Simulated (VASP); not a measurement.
Here is a VASP 6.6.1 calculation.

Contents of INCAR:

```
SYSTEM = Si16O
PREC = Accurate
ENCUT = 520
EDIFF = 1E-6
ISMEAR = 0
SIGMA = 0.05
LREAL = Auto
LASPH = .True.
NELM = 150
ALGO = Normal
ISIF = 2
LWAVE = .False.
LCHARG = .False.
ISPIN = 2
MAGMOM = 0 0 0 0 0 0 0 0 0 0 0 0 0 0 0 0 0
LORBIT = 11
GGA = PE
NBANDS = 53
```

File KPOINTS:

```
regular mesh
0
Gamma
  2 2 2
  0 0 0
```

The input POSCAR:

```
Si16O
1.0
    0.0000000000      5.4300000000      5.4300000000
    5.4300000000      0.0000000000      5.4300000000
    5.4300000000      5.4300000000      0.0000000000
Si O
16 1
Direct
   -0.0021250460      0.0159088398     -0.0028239411
    0.1207950276      0.1778029466      0.0855974217
    0.0090299263      0.0470824125      0.4565956722
    0.1254325967      0.1291504604      0.6236539595
   -0.0047564457      0.5491776243     -0.0280505525
    0.1278508287      0.6403642726      0.1217850829
    0.0003629834      0.4986025783      0.4977779006
    0.1688545120      0.5777233886      0.6153128913
    0.4957554328     -0.0002508287      0.0009419890
    0.6238455801      0.1248879374      0.1225457643
    0.5014354512     -0.0155238490      0.4968207182
    0.6528852670      0.0735753223      0.6297244936
    0.5021058011      0.4994076427      0.0000155617
    0.6239321363      0.6239104052      0.1284838858
    0.5400058011      0.4451617864      0.5033875691
    0.6268965930      0.6089352670      0.6259372928
    0.1913692449      0.8125585635      0.4363570902
```

Potentials or basis: VASP PAW PBE potentials, release 64 (Si, O).

Launch:

```bash
$ cat potpaw_PBE.64/Si/POTCAR potpaw_PBE.64/O/POTCAR > POTCAR
$ mpirun -np 1 vasp_std > vasp.out
```

(1) Predict the band gap on the k mesh.

(2) Estimate the net moment.

(3) Estimate the largest force.

Answers

(1) 0.49 eV.

(2) 0.00 μB per cell.

(3) 0.067 eV/Å.

Caveat: the k points lie up to 0.50 Å⁻¹ apart; semilocal functionals underestimate gaps, and a narrow one can read as zero.
